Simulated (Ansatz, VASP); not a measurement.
## Two plane-wave programs on AgCl

Contents of INCAR:

```
SYSTEM = AgCl
PREC     = Accurate       ! precision mode
ENCUT    = 520            ! plane-wave cutoff, eV
EDIFF    = 1E-8           ! SCF threshold, eV
ISMEAR   = -1             ! smearing method
SIGMA    = 0.03           ! smearing width, eV
LREAL    = .False.        ! projectors in reciprocal space
LASPH    = .True.         ! aspherical terms in the spheres
NELM     = 60             ! most SCF steps
ALGO     = Normal         ! electronic algorithm
ISIF     = 2              ! what is computed and relaxed
LWAVE    = .False.        ! write WAVECAR
LCHARG   = .False.        ! write CHGCAR
GGA      = PE             ! functional
LEFG     = .True.       
NBANDS   = 26             ! bands
```

File KPOINTS:

```
regular mesh
0
Gamma
  9 9 8
  0 0 0
```

POSCAR

```
AgCl
1.0
    1.9270369941     -5.7232930929      0.0000000000
    1.9270369941      5.7232930929      0.0000000000
    0.0000000000      0.0000000000      3.9240373500
Ag Cl
2 2
Direct
    0.3965554000      0.6034446000      0.7500000000
    0.6034446000      0.3965554000      0.2500000000
    0.8654487300      0.1345512700      0.2500000000
    0.1345512700      0.8654487300      0.7500000000
```

Input for Ansatz:

```yaml
crystal:
  lattice:
    - [1.9270369941, -5.7232930929, 0.0]
    - [1.9270369941, 5.7232930929, 0.0]
    - [0.0, 0.0, 3.92403735]
  atoms:
    - { symbol: Ag, position: [0.3965554, 0.6034446, 0.75] }
    - { symbol: Ag, position: [0.6034446, 0.3965554, 0.25] }
    - { symbol: Cl, position: [0.86544873, 0.13455127, 0.25] }
    - { symbol: Cl, position: [0.13455127, 0.86544873, 0.75] }
kpoints:
  mp_grid: { grid: [9, 9, 8] }
scf:
  occupations: { method: fermi_dirac, width: 0.03 }
hamiltonian:
  xc: pbe
  pseudopotentials: { kind: paw }
output:
  forces: true
  stress: true
  eigenvalues: true
  efg: { contact_densities: true }
  write_density: true
  write_potential: true
  elf: true
  volumetric_format: npy
```

Change from the starting cell: equal xx and yy strain of +3 %, PAW files.

Alike in both runs: task electric field gradients; functional PBE; k mesh 9 × 9 × 8; occupations fermi-dirac, width 0.03 eV; no spin polarisation.

```csv
,VASP,Ansatz
version,VASP 6.6.1,Ansatz 0.2.0
potentials or method,"VASP PAW PBE potentials, release 64 (Ag, Cl)","PAW with Ansatz's default frozen-core files, scalar-relativistic"
plane-wave cutoff (eV),520,420
valence electrons in the cell,36,52
```

|  | VASP | Ansatz | Ansatz less VASP |
| --- | --- | --- | --- |
| pressure (GPa) | -1.1 | -1.0 | +0.13 |
| traceless stress, the component that is largest in VASP (GPa) | 0.70 | 0.65 | -0.041 |
| rms of the force components (eV/Å) | 0.024 | 0.023 | -0.0008 |
| size of Vzz on the site where it differs most (V/Å²) | 53.2 | 51.6 | -1.54 |

Atom by atom the forces differ by 0.002 eV/Å (rms over components). With one functional, cell and mesh, what is left measures potentials, basis and numerics. VASP's potentials hold 36 valence electrons a cell and Ansatz's 52, so a difference there can come from the potentials and not from the codes.
